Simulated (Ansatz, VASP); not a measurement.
## Two plane-wave programs on Si2Ge3

```xyz
5
Lattice="2.7562 0.0000 0.0000 -1.3781 2.3869 0.0000 0.0000 0.0000 13.6433" Properties=species:S:1:pos:R:3 pbc="T T T"
Si    0.0000    0.0000    8.1264
Si    0.0000    0.0000    5.5169
Ge    0.0000    0.0000   10.8273
Ge    0.0000    0.0000    0.0000
Ge    0.0000    0.0000    2.8160
```

Alike in both runs: task relaxation of cell and atoms; functional PBE; k mesh 18 × 18 × 4; occupations gaussian, width 0.1 eV; no spin polarisation.

|  | VASP | Ansatz |
| --- | --- | --- |
| version | VASP 6.6.1 | Ansatz 0.2.0 |
| potentials or method | VASP PAW PBE potentials, release 64 (Si, Ge_d), cutoff 600 eV | scalar-relativistic, plane waves, PAW |
| valence electrons in the cell | 50 | 50 |

Ansatz gave:

| Quantity | Value |
| --- | --- |
| gap on the k mesh at the Fermi level, each at its own relaxed structure (eV) | none |
| relaxed volume (Å³/atom) | 17.67 |
| relaxed length of the cell vector where the two differ most in proportion (Å) | 13.024 |

**Question.** Estimate VASP's values.

**Answer.** gap on the k mesh at the Fermi level, each at its own relaxed structure (eV): none; relaxed volume (Å³/atom): 17.67; relaxed length of the cell vector where the two differ most in proportion (Å): 13.022.

A gap of «none» marks a metal or a gap that the smearing closes.

Noted on VASP's run: too few bands were computed for a metal, which touches its energy and stress.
